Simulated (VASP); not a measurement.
# InAs (F-43m) in VASP: further runs

Aim: see how the results for InAs move with the level of theory and the settings. Levels: PBE+D4, LDA, revPBE+D3(BJ). Tasks: relaxation of cell and atoms.

Everything below comes from runs of VASP 6.6.1. Logs are shortened: lines on timing, memory, paths and dates and some standing lists are left out, and cuts for length are marked.

### 1 The cell of the first run

It takes space group F-43m (No. 216, cubic). The conventional cell has a = 6.036 Å, b = 6.036 Å, c = 6.036 Å, α = 90.00°, β = 90.00°, γ = 90.00°. In (site symmetry -43m) has 4 As at 2.61 Å within 3.4 Å. Within 3.4 Å of As (site symmetry -43m) lie 4 In at 2.61 Å.

### 2 Relaxation of cell and atoms, PBE+D4

File INCAR:

```
ALGO = Normal ; EDIFF = 1E-6
EDIFFG = -0.01 ; ENCUT = 600
GGA = PE ; IBRION = 2
ISIF = 3 ; ISMEAR = -1
IVDW = 13 ; LASPH = T
LCHARG = F ; LREAL = F
LWAVE = F ; NELM = 80
NSW = 80 ; PREC = Accurate
SIGMA = 0.05
```

File KPOINTS:

```
k-points
0
Gamma
  8 8 8
```

File POSCAR:

```
InAs
1.0
    0.0000000000      3.0180000000      3.0180000000
    3.0180000000      0.0000000000      3.0180000000
    3.0180000000      3.0180000000      0.0000000000
In As
1 1
Direct
    0.0000000000      0.0000000000      0.0000000000
    0.7500000000      0.7500000000      0.7500000000
```

Potentials or basis: VASP PAW PBE potentials, release 64 (In_d, As).

Launch:

```
cat potpaw_PBE.64/In_d/POTCAR potpaw_PBE.64/As/POTCAR > POTCAR
mpirun -np 1 vasp_std > vasp.out
```

OUTCAR:

```text
EDIFF = 1E-6
   EDIFFG = -0.01
   ENCUT = 600
   GGA = PE
   IBRION = 2
   ISIF = 3
   ISMEAR = -1
   IVDW = 13
   LASPH = T
   LREAL = F
   NELM = 80
   NSW = 80
   PREC = Accurate

 ion  position               nearest neighbor table
   1  0.000  0.000  0.000-   2 2.61   2 2.61   2 2.61   2 2.61
   2  0.750  0.750  0.750-   1 2.61   1 2.61   1 2.61   1 2.61

  LATTYP: Found a face centered cubic cell.
 ALAT       =     6.0360000000

  Lattice vectors:

 A1 = (   0.0000000000,   3.0180000000,   3.0180000000)
 A2 = (   3.0180000000,   0.0000000000,   3.0180000000)
 A3 = (   3.0180000000,   3.0180000000,   0.0000000000)

Analysis of symmetry for initial positions (statically):
=====================================================================
 Subroutine PRICEL returns:
 Original cell was already a primitive cell.

 Routine SETGRP: Setting up the symmetry group for a
 face centered cubic supercell.

 Subroutine GETGRP returns: Found 24 space group operations
 (whereof 24 operations were pure point group operations)
 out of a pool of 48 trial point group operations.

The static configuration has the point symmetry T_d .

Analysis of symmetry for dynamics (positions and initial velocities):
=====================================================================
 Subroutine PRICEL returns:
 Original cell was already a primitive cell.

 Routine SETGRP: Setting up the symmetry group for a
 face centered cubic supercell.

 Subroutine GETGRP returns: Found 24 space group operations
 (whereof 24 operations were pure point group operations)
 out of a pool of 48 trial point group operations.

The dynamic configuration has the point symmetry T_d .

 Subroutine INISYM returns: Found 24 space group operations
 (whereof 24 operations are pure point group operations),
 and found     1 'primitive' translations

----------------------------------------------------------------------------------------

                                     Primitive cell

  volume of cell :      54.9778

  direct lattice vectors                    reciprocal lattice vectors
     0.000000000  3.018000000  3.018000000    -0.165672631  0.165672631  0.165672631
     3.018000000  0.000000000  3.018000000     0.165672631 -0.165672631  0.165672631
     3.018000000  3.018000000  0.000000000     0.165672631  0.165672631 -0.165672631

  length of vectors
     4.268096531  4.268096531  4.268096531     0.286953414  0.286953414  0.286953414

  position of ions in fractional coordinates (direct lattice)
     0.000000000  0.000000000  0.000000000
     0.750000000  0.750000000  0.750000000

  ion indices of the primitive-cell ions
   primitive index   ion index
                 1           1
                 2           2

----------------------------------------------------------------------------------------

 KPOINTS: k-points

Automatic generation of k-mesh.
 Grid dimensions read from file:
 generate k-points for:    8    8    8

 Generating k-lattice:

  Cartesian coordinates                     Fractional coordinates (reciprocal lattice)
    -0.020709079  0.020709079  0.020709079     0.125000000  0.000000000  0.000000000
     0.020709079 -0.020709079  0.020709079     0.000000000  0.125000000  0.000000000
     0.020709079  0.020709079 -0.020709079     0.000000000  0.000000000  0.125000000

  Length of vectors
     0.035869177  0.035869177  0.035869177

  Shift w.r.t. Gamma in fractional coordinates (k-lattice)
     0.000000000  0.000000000  0.000000000

 Subroutine IBZKPT returns following result:
 ===========================================

 Found     29 irreducible k-points:

 Following reciprocal coordinates:
            Coordinates               Weight
  0.000000  0.000000  0.000000      1.000000
  0.125000  0.000000  0.000000      8.000000
  0.250000  0.000000  0.000000      8.000000
  0.375000  0.000000  0.000000      8.000000
  0.500000  0.000000  0.000000      4.000000
  0.125000  0.125000  0.000000      6.000000
[... 16 lines left out ...]
  0.500000  0.250000  0.125000     48.000000
 -0.375000  0.250000  0.125000     24.000000
 [... further k-points ...]
   k-points           NKPTS =     29   k-points in BZ     NKDIM =     29   number of bands    NBANDS=     13
   number of dos      NEDOS =    301   number of ions     NIONS =      2
   total plane-waves  NPLWV =  46656
   dimension x,y,z NGX =    36 NGY =   36 NGZ =   36
   dimension x,y,z NGXF=    72 NGYF=   72 NGZF=   72
   ions per type =               1   1
   NGX,Y,Z   is equivalent  to a cutoff of  14.02, 14.02, 14.02 a.u.
   NGXF,Y,Z  is equivalent  to a cutoff of  28.04, 28.04, 28.04 a.u.
 SYSTEM =  unknown system
   PREC   = accura    normal or accurate (medium, high low for compatibility)
   ISTART =      0    job   : 0-new  1-cont  2-samecut
   ICHARG =      2    charge: 1-file 2-atom 10-const
   ISPIN  =      1    spin polarized calculation?
   LNONCOLLINEAR =      F non collinear calculations
   LSORBIT =      F    spin-orbit coupling
   LASPH  =      T    aspherical Exc in radial PAW
   ENCUT  =  600.0 eV  44.10 Ry    6.64 a.u.   8.52  8.52  8.52*2*pi/ulx,y,z
   NELM   =     80;   NELMIN=  2; NELMDL= -5     # of ELM steps
   EDIFF  = 0.1E-05   stopping-criterion for ELM
   LREAL  =      F    real-space projection
   EDIFFG = -.1E-01   stopping-criterion for IOM
   NSW    =     80    number of steps for IOM
   IBRION =      2    ionic relax: 0-MD 1-quasi-New 2-CG
   NFREE  =      1    steps in history (QN), initial steepest desc. (CG)
   ISIF   =      3    stress and relaxation
   ISYM   =      2    0-nonsym 1-usesym 2-fastsym
   POTIM  = 0.5000    time-step for ionic-motion
   TEBEG  =    0.0;   TEEND  =   0.0 temperature during run
   PSTRESS=    0.0 pullay stress
   NELECT =      18.0000    total number of electrons
   NUPDOWN=      -1.0000    fix difference up-down
   EMIN   =  10.00;   EMAX   =-10.00  energy-range for DOS
   EFERMI =   0.00;   METHOD = LEGACY
   ISMEAR =    -1;   SIGMA  =   0.05  broadening in eV -4-tet -1-fermi 0-gaus
   EFERMI_NEDOS =   21; number of points for ismear=-14 and -15
   IALGO  =     38    algorithm
   IMIX   =      4    mixing-type and parameters
     AMIX     =   0.40;   BMIX     =  1.00
     AMIX_MAG =   1.60;   BMIX_MAG =  1.00
  volume/ion in A,a.u.               =      27.49       185.50
  Fermi-wavevector in a.u.,A,eV,Ry     =   1.128331  2.132236 17.321990  1.273130
  Thomas-Fermi vector in A             =   2.265020
   LORBIT       =      0    0 simple, 1 ext, 2 COOP (PROOUT), +10 PAW based schemes
   GGA     = PE    functional components
   LHFCALC =     F    Hartree Fock is set to
   AEXX    =    0.0000 exact exchange contribution
   IVDW    =    13    specifies the selected vdW correction
   LEPSILON=     F    determine dielectric tensor
   LRPA    =     F    only Hartree local field effects (RPA)
 conjugate gradient relaxation of ions
 non-spin polarized calculation
  energy-cutoff  :      600.00
  volume of cell :       54.98
 maximum number of plane-waves:      1856
 NGX is ok and might be reduce to    36
   NGX = 17   NGY = 17   NGZ = 17

--------------------------------------- Ionic step        1  -------------------------------------------

 number of electron      18.0000003 magnetization

 Free energy of the ion-electron system (eV)
  ---------------------------------------------------
  ext. energy  EPLUGINS =         0.00000000
  ---------------------------------------------------
  free energy    TOTEN  =        -7.66166963 eV

  energy without entropy =       -7.66112199  energy(sigma->0) =       -7.66139581

 E-fermi :   4.6124     XC(G=0):  -9.1165

 val. band max:        4.5641317817   @ k =   0.0000   0.0000   0.0000
 cond. band min:       5.5325054995   @ k =   0.5000   0.0000   0.0000
 fundamental gap:      0.9683737178
 Fermi energy:         4.6123771979

 k-point     1 :       0.0000    0.0000    0.0000
  band No.  band energies     occupation
      1      -9.8397      2.00000
      2      -9.8397      2.00000
      3      -9.8397      2.00000
      4      -9.7115      2.00000
      5      -9.7115      2.00000
      6      -7.3327      2.00000
      7       4.3965      1.97370
      8       4.5641      1.44821
      9       4.5641      1.44821
     10       4.5641      1.44821
     11       8.4735      0.00000
     12       8.4735      0.00000
     13       8.4735      0.00000

 k-point     2 :       0.1250    0.0000    0.0000
  band No.  band energies     occupation
      1      -9.8602      2.00000
      2      -9.8337      2.00000
      3      -9.8337      2.00000
      4      -9.7116      2.00000
      5      -9.7116      2.00000
      6      -7.1696      2.00000
      7       2.6839      2.00000
      8       4.3702      1.98437
      9       4.3702      1.98437
     10       5.6844      0.00000
     11       8.6317      0.00000
     12       8.7556      0.00000
     13       8.7556      0.00000
[... 409 lines left out ...]
 VOLUME and BASIS-vectors are now :
 -----------------------------------------------------------------------------
  energy-cutoff  :      600.00
  volume of cell :       58.07
      direct lattice vectors                 reciprocal lattice vectors
     0.000000000  3.073475304  3.073475304    -0.162682290  0.162682290  0.162682290
     3.073475304  0.000000000  3.073475304     0.162682290 -0.162682290  0.162682290
     3.073475304  3.073475304  0.000000000     0.162682290  0.162682290 -0.162682290

 POSITION                                       TOTAL-FORCE (eV/Angst)
 -----------------------------------------------------------------------------------
      6.14695      3.07348      3.07348         0.000000      0.000000      0.000000
      4.61021      4.61021      4.61021        -0.000000     -0.000000     -0.000000
 -----------------------------------------------------------------------------------
    total drift:                                0.000000      0.000000      0.000000

  FREE ENERGIE OF THE ION-ELECTRON SYSTEM (eV)
  ---------------------------------------------------
  free  energy   TOTEN  =        -8.3698009971 eV

  energy  without entropy=       -8.3692235162  energy(sigma->0) =       -8.36951226

--------------------------------------- Ionic step        3  -------------------------------------------

 number of electron      18.0000001 magnetization

 Free energy of the ion-electron system (eV)
  ---------------------------------------------------
  ext. energy  EPLUGINS =         0.00000000
  ---------------------------------------------------
  free energy    TOTEN  =        -7.70276055 eV

  energy without entropy =       -7.70219526  energy(sigma->0) =       -7.70247790

 E-fermi :   4.2437     XC(G=0):  -8.9540

 val. band max:        4.1935016145   @ k =   0.0000   0.0000   0.0000
 cond. band min:       5.0818197058   @ k =   0.5000   0.0000   0.0000
 fundamental gap:      0.8883180912
 Fermi energy:         4.2436942787

 k-point     1 :       0.0000    0.0000    0.0000
  band No.  band energies     occupation
      1     -10.1379      2.00000
      2     -10.1379      2.00000
      3     -10.1379      2.00000
      4     -10.0247      2.00000
      5     -10.0247      2.00000
      6      -7.4676      2.00000
      7       3.8360      1.99943
      8       4.1935      1.46363
      9       4.1935      1.46363
     10       4.1935      1.46363
     11       8.0857      0.00000
     12       8.0857      0.00000
     13       8.0857      0.00000

 k-point     2 :       0.1250    0.0000    0.0000
  band No.  band energies     occupation
      1     -10.1552      2.00000
      2     -10.1327      2.00000
      3     -10.1327      2.00000
      4     -10.0248      2.00000
      5     -10.0248      2.00000
      6      -7.3154      2.00000
      7       2.2874      2.00000
      8       4.0115      1.98095
      9       4.0115      1.98095
     10       5.1968      0.00000
     11       8.2154      0.00000
     12       8.3545      0.00000
     13       8.3545      0.00000
[... 369 lines left out ...]
 VOLUME and BASIS-vectors are now :
 -----------------------------------------------------------------------------
  energy-cutoff  :      600.00
  volume of cell :       57.06
      direct lattice vectors                 reciprocal lattice vectors
     0.000000000  3.055591553  3.055591553    -0.163634436  0.163634436  0.163634436
     3.055591553  0.000000000  3.055591553     0.163634436 -0.163634436  0.163634436
     3.055591553  3.055591553  0.000000000     0.163634436  0.163634436 -0.163634436

 POSITION                                       TOTAL-FORCE (eV/Angst)
 -----------------------------------------------------------------------------------
      0.00000      0.00000      0.00000         0.000000     -0.000000     -0.000000
      4.58339      4.58339      4.58339        -0.000000      0.000000      0.000000
 -----------------------------------------------------------------------------------
    total drift:                                0.000000      0.000000      0.000000

  FREE ENERGIE OF THE ION-ELECTRON SYSTEM (eV)
  ---------------------------------------------------
  free  energy   TOTEN  =        -8.3727017840 eV

  energy  without entropy=       -8.3721365004  energy(sigma->0) =       -8.37241914

 reached required accuracy - stopping structural energy minimisation
```

It took 40 s on 1 thread of Intel Xeon Platinum 8559C (Emerald Rapids), shared host; peak memory 0.22 GiB.

What came out:

```
Free energy                            : -8.3727 eV
Relaxed volume                         : 28.53 Å³/atom
Relaxed cell                           : a = 4.321 Å, b = 4.321 Å, c = 4.321 Å, α = 60.00°, β = 60.00°, γ = 60.00°
Space group after relaxing (to 0.05 Å) : F-43m (No. 216)
Energy gained by relaxing              : 6.9 meV/atom
Ionic steps                            : 3
Pressure after relaxing                : 0.0 GPa
Band gap on the k mesh                 : zero (filled and empty bands touch)
Dispersion energy per atom             : -0.335 eV
```

The path:
| step | energy change (eV) | largest force (eV/Å) | pressure (GPa) | volume (Å³) |
| --- | --- | --- | --- | --- |
| 1 | 0.0000 | 0.0000 | 2.22 | 54.98 |
| 2 | -0.0110 | 0.0000 | -0.93 | 58.07 |
| 3 | -0.0139 | 0.0000 | 0.02 | 57.06 |

Final structure:
```xyz
2
Lattice="0.0000 3.0556 3.0556 3.0556 0.0000 3.0556 3.0556 3.0556 0.0000" Properties=species:S:1:pos:R:3 pbc="T T T"
In    0.0000    0.0000    0.0000
As    4.5834    4.5834    4.5834
```

Caveat: spin-orbit coupling is left out, which moves the levels of the heavy elements; pairwise dispersion overbinds metals, which lowers pressure and volume. Zero-point motion and thermal expansion aren't in these numbers.

### 3 Relaxation of cell and atoms, LDA

File INCAR:

```
SYSTEM = InAs
PREC = Accurate ; ENCUT = 600
EDIFF = 1E-6 ; ISMEAR = -1
SIGMA = 0.05 ; LREAL = .False.
LASPH = .True. ; NELM = 60
ALGO = Normal ; ISIF = 3
LWAVE = .False. ; LCHARG = .False.
IBRION = 2 ; NSW = 80
EDIFFG = -0.01
```

File KPOINTS:

```
regular mesh
0
Gamma
  8 8 8
  0 0 0
```

POSCAR is that of step 2.

Potentials or basis: VASP PAW LDA potentials, release 64 (In_d, As).

Launch:

```
cat potpaw_LDA.64/In_d/POTCAR potpaw_LDA.64/As/POTCAR > POTCAR
mpirun -np 1 vasp_std > vasp.out
```

Wall time 24 s (1 thread of Intel Xeon Platinum 8559C (Emerald Rapids), shared host); peak memory 0.19 GiB.

Results (log left out):

```yaml
Free_energy: -9.0262 eV
Relaxed_volume: 27.44 Å³/atom
Relaxed_cell: a = 4.266 Å, b = 4.266 Å, c = 4.266 Å, α = 60.00°, β = 60.00°, γ = 60.00°
Space_group_after_relaxing_to_0.05_Å: F-43m (No. 216)
Energy_gained_by_relaxing: 0.0 meV/atom
Ionic_steps: 3
Pressure_after_relaxing: 0.0 GPa
Band_gap_on_the_k_mesh: zero (filled and empty bands touch)
```

Final structure:
```xyz
2
Lattice="0.0000 3.0163 3.0163 3.0163 0.0000 3.0163 3.0163 3.0163 0.0000" Properties=species:S:1:pos:R:3 pbc="T T T"
In    0.0000    0.0000    0.0000
As    4.5244    4.5244    4.5244
```

Levels at points of the mesh, in eV from the Fermi level:
```csv
k point,band 6,band 7,band 8,band 9,band 10,band 11,band 12,band 13
"(0.00, 0.00, 0.00)",-12.01,-0.41,-0.05,-0.05,-0.05,3.78,3.78,3.78
"(0.50, 0.00, 0.00)",-10.50,-5.92,-1.06,-1.06,0.78,4.56,4.56,6.65
"(0.50, 0.50, 0.00)",-9.95,-5.99,-2.42,-2.42,1.36,1.91,9.00,9.14
```

Caveat: spin-orbit coupling is left out, which moves the levels of the heavy elements.

[end of part 1 of 2]
